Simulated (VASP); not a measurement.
## Mo: relaxation of cell and atoms with LDA

The system is Mo.

```
Mo
1.0
    -1.57365    1.57365    1.57365
     1.57365   -1.57365    1.57365
     1.57365    1.57365   -1.57365
Mo
1
Cartesian
  0.0000 0.0000 0.0000
```

```json
{"Program": "VASP 6.6.1", "Task": "relaxation of cell and atoms", "Functional": "LDA", "Potentials or basis": "VASP PAW LDA potentials, release 64 (Mo_sv)", "Cutoff": "600 eV", "k mesh": "23 × 23 × 23", "Occupations": "fermi-dirac, width 0.05 eV", "Spin": "no spin polarisation", "Dipole correction": "no", "Further INCAR settings": "ALGO = Normal; EDIFF = 1e-06; IBRION = 2; EDIFFG = -0.003; NSW = 100; ISIF = 3"}
```

```
Relaxed volume                         : 15.12 Å³/atom
Relaxed cell                           : a = 2.698 Å, b = 2.698 Å, c = 2.698 Å, α = 109.47°, β = 109.47°, γ = 109.47°
Space group after relaxing (to 0.05 Å) : Im-3m (No. 229)
Energy gained by relaxing              : 12.3 meV/atom
Ionic steps                            : 7
Pressure after relaxing                : 0.0 GPa
Band gap on the k mesh                 : zero (band 7 reaches 17.07 eV, above the bottom of band 8 at 11.57 eV)
```

Step by step:
```
step  energy change (eV)  largest force (eV/Å)  pressure (GPa)  volume (Å³)
   1              0.0000                0.0000           -8.26        15.59
   2              0.1021                0.0000           30.88        13.84
   3             -0.0122                0.0000           -0.31        15.14
   4             -0.0123                0.0000           -0.04        15.13
   5             -0.0123                0.0000            0.11        15.12
   6             -0.0123                0.0000           -0.23        15.14
   7             -0.0123                0.0000            0.02        15.12
```

Final structure:
```xyz
1
Lattice="-1.5579 1.5579 1.5579 1.5579 -1.5579 1.5579 1.5579 1.5579 -1.5579" Properties=species:S:1:pos:R:3 pbc="T T T"
Mo    0.0000    0.0000    0.0000
```

Levels at points of the mesh, in eV from the Fermi level:
| k point | band 4 | band 5 | band 6 | band 7 | band 8 | band 9 | band 10 | band 11 |
| --- | --- | --- | --- | --- | --- | --- | --- | --- |
| (0.00, 0.00, 0.00) | -34.31 | -7.34 | -1.45 | -1.45 | -1.45 | 1.68 | 1.68 | 14.87 |

Run time: 3.6 min on 1 thread of AMD EPYC 7R43 64-Core Processor (Zen 3), on a shared host, peak memory 0.17 GiB.

LDA usually gives volumes a few per cent too small. Zero-point motion and thermal expansion aren't in these numbers.
